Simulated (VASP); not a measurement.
A run of VASP 6.6.1 is set up as follows.

Contents of INCAR:

```
SYSTEM = Al
  ALGO = Fast
  EDIFF = 1E-6
  ENCUT = 520
  GGA = PE
  ISIF = 2
  ISMEAR = 0
  IVDW = 12
  LASPH = .True.
  LCHARG = .False.
  LREAL = .False.
  LWAVE = .False.
  NBANDS = 14
  NELM = 100
  PREC = Accurate
  SIGMA = 0.15
```

File KPOINTS:

```
k-points
0
Gamma
  18 18 4
  0 0 0
```

File POSCAR:

```
Al
1.0
    2.8144222650      0.0000000000      0.0000000000
   -1.4072111325      2.4373611785      0.0000000000
    0.0000000000      0.0000000000      9.2410470710
Al
4
Direct
    0.0000000000      0.0000000000      0.0000000000
    0.3907725021      0.7815450041      0.1894008065
    0.0000000000      0.0000000000      0.5000000000
    0.6666666667      0.3333333333      0.7500000000
```

Potentials or basis: VASP PAW PBE potentials, release 64 (Al).

Run with:

```bash
$ cat potpaw_PBE.64/Al/POTCAR > POTCAR
$ mpirun -np 1 vasp_std > vasp.out
```

Q: Predict the pressure.

A: 8.3 GPa.

Q: Predict the band gap on the k mesh.

A: Zero (band 6 reaches 12.09 eV, above the bottom of band 7 at 7.18 eV).

Stress tensor (GPa, compression positive):
```
 8.16  0.00  0.00
 0.00  2.67 -3.08
 0.00 -3.08 14.17
```

Caveat: the cell differs from its parent crystal (atom 2 (Al) moved by +0.280 Å along [1 2 0] and -0.560 Å along [0 0 1]); pairwise dispersion overbinds metals, which lowers pressure and volume; forces of over 1 eV/Å act on the atoms, so gaps and moduli don't describe the material at rest.
